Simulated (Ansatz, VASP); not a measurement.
# One calculation of TaN, two programs

```xyz
2
Lattice="0.0000 2.1980 2.1980 2.1980 0.0000 2.1980 2.1980 2.1980 0.0000" Properties=species:S:1:pos:R:3 pbc="T T T"
Ta    0.0000    0.0000    0.0000
N     2.1980    2.1980    2.1980
```

Alike in both runs: functional r2SCAN; k mesh 15 × 15 × 15; occupations fermi-dirac, width 0.05 eV; no spin polarisation.

Ansatz relaxed the structure, and its values are those at the end. VASP's run is a single point on that final structure, the one shown.

```csv
,VASP,Ansatz
version,VASP 6.6.1,Ansatz 0.2.0
potentials or method,"VASP PAW PBE potentials, release 64 (Ta_sv_GW, N)","PAW with Ansatz's default frozen-core files, scalar-relativistic"
plane-wave cutoff (eV),770,500
valence electrons in the cell,18,18
```

```tsv
	VASP	Ansatz	Ansatz less VASP
pressure (GPa)	0.0	0.0	-0.02
```

VASP's potentials were made for PBE, not for r2SCAN.

Spin-orbit coupling is off throughout.
